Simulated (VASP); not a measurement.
## Al30Si (a cell with a defect): single point with PBE

Al30Si (a cell with a defect):

```
CELL_PARAMETERS angstrom
8.10000 0.00000 0.00000
0.00000 8.10000 0.00000
0.00000 0.00000 8.10000
ATOMIC_POSITIONS crystal
Si 0.50442 0.99937 0.00475
Al 0.74711 0.25025 0.00171
Al 0.74665 0.00009 0.24704
Al 0.99742 0.99996 0.00138
Al 0.25247 0.24463 0.99910
Al 0.50093 0.50005 0.00103
Al 0.74721 0.74966 0.00148
Al 0.25146 0.00019 0.24794
Al 0.50125 0.25018 0.24723
Al 0.74745 0.50005 0.24790
Al 0.50150 0.00007 0.49784
Al 0.74753 0.25090 0.49818
Al 0.74773 0.99992 0.75213
Al 0.99801 0.49997 0.00163
Al 0.25273 0.75585 0.99882
Al 0.99787 0.25084 0.24781
Al 0.25026 0.50042 0.24649
Al 0.50120 0.74972 0.24739
Al 0.99879 0.00033 0.49908
Al 0.25141 0.24926 0.49945
Al 0.50143 0.49996 0.49836
Al 0.74749 0.74937 0.49789
Al 0.49902 0.24421 0.75320
Al 0.74661 0.49989 0.75037
Al 0.99757 0.74961 0.24761
Al 0.99871 0.50023 0.49884
Al 0.25125 0.75108 0.49925
Al 0.99907 0.24918 0.75123
Al 0.25167 0.50013 0.75197
Al 0.49916 0.75525 0.75262
Al 0.99900 0.75105 0.75127
```

```
Program                : VASP 6.6.1
Task                   : single point
Functional             : PBE
Potentials or basis    : VASP PAW PBE potentials, release 64 (Si, Al)
Cutoff                 : 520 eV
k mesh                 : 2 × 2 × 2
Occupations            : fermi-dirac, width 0.15 eV
Spin                   : no spin polarisation
Dipole correction      : no
Further INCAR settings : LREAL = Auto; ALGO = Normal; EDIFF = 1e-07; NBANDS = 68
```

```yaml
Pressure: -1.3 GPa
Largest_force: 0.016 eV/Å
Band_gap_on_the_k_mesh: zero (band 47 reaches 7.86 eV, above the bottom of band 48 at 6.93 eV)
```

Forces in eV/Å, atoms in the order of the input:
```
Si   0.008  0.009  0.008
Al  -0.005 -0.002  0.001
Al  -0.007  0.001 -0.012
Al   0.006  0.005  0.007
Al   0.006  0.001  0.000
Al   0.006 -0.002  0.009
Al  -0.010  0.001  0.005
Al   0.010 -0.001  0.001
Al   0.000  0.001 -0.005
Al  -0.004  0.000 -0.008
Al  -0.001  0.000  0.000
Al  -0.006 -0.006 -0.008
Al  -0.001  0.002  0.002
Al  -0.005  0.003  0.006
Al  -0.001 -0.007  0.001
Al  -0.007 -0.001 -0.004
Al   0.001 -0.007  0.001
Al   0.005  0.004 -0.009
Al  -0.004 -0.005 -0.004
Al   0.009 -0.002 -0.002
Al   0.005 -0.002 -0.007
Al  -0.001  0.003 -0.003
Al  -0.005  0.008 -0.003
Al  -0.006  0.001  0.005
Al   0.000 -0.002 -0.003
Al  -0.008  0.001 -0.011
Al   0.008  0.003  0.002
Al   0.001 -0.003  0.015
Al   0.006  0.000  0.004
Al  -0.004 -0.002  0.004
Al   0.003 -0.001  0.010
```

Stress tensor (GPa, compression positive):
```
-1.15  0.00 -0.01
 0.00 -1.58  0.00
-0.01  0.00 -1.15
```

Levels at points of the mesh, in eV from the Fermi level:
```csv
k point,band 43,band 44,band 45,band 46,band 47,band 48,band 49,band 50,band 51,band 52
"(0.00, 0.00, 0.00)",-0.20,-0.16,-0.14,0.41,0.52,0.55,0.61,0.64,0.65,0.67
"(0.50, 0.00, 0.00)",-0.59,-0.28,-0.24,-0.14,-0.09,-0.03,-0.01,0.26,0.37,0.51
"(0.00, 0.50, 0.00)",-0.60,-0.31,-0.30,-0.04,-0.01,0.01,0.03,0.04,0.40,0.51
"(0.00, 0.00, 0.50)",-0.59,-0.28,-0.24,-0.14,-0.09,-0.02,-0.01,0.26,0.37,0.51
"(0.50, 0.50, 0.00)",-0.87,-0.86,-0.35,-0.11,-0.08,0.49,1.01,1.02,1.07,1.13
"(0.00, 0.50, 0.50)",-0.87,-0.86,-0.35,-0.11,-0.08,0.49,1.01,1.02,1.07,1.13
"(0.50, 0.00, 0.50)",-0.85,-0.79,-0.43,-0.11,-0.10,0.53,1.10,1.16,1.17,1.18
"(0.50, 0.50, 0.50)",-0.45,-0.45,-0.43,-0.43,-0.41,-0.41,-0.38,-0.26,-0.14,-0.10
```

Wall time 13 min on 1 thread of AMD EPYC 7R13, with other jobs on the host, peak memory 0.53 GiB.

Caveat: the k points lie up to 0.39 Å⁻¹ apart.
